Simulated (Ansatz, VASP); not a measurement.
## Mo in VASP and in Ansatz

```
Mo
1.0
    -1.56464    1.56464    1.56464
     1.56464   -1.56464    1.56464
     1.56464    1.56464   -1.56464
Mo
1
Direct
  0.00000 0.00000 0.00000
```

Alike in both runs: task single point; functional PBEsol; k mesh 18 × 18 × 18; occupations gaussian, width 0.1 eV; non-collinear spin, spin-orbit coupling.

|  | VASP | Ansatz |
| --- | --- | --- |
| version | VASP 6.6.1 | Ansatz 0.2.0 |
| potentials or method | VASP PAW PBE potentials, release 64 (Mo_sv), cutoff 520 eV | plane waves, PAW |
| valence electrons in the cell | 14 | 14 |

```tsv
	VASP	Ansatz	Ansatz less VASP
net moment per atom (μB)	0.00	0.00	0.000
```

VASP's potentials were made for PBE, not for PBEsol.
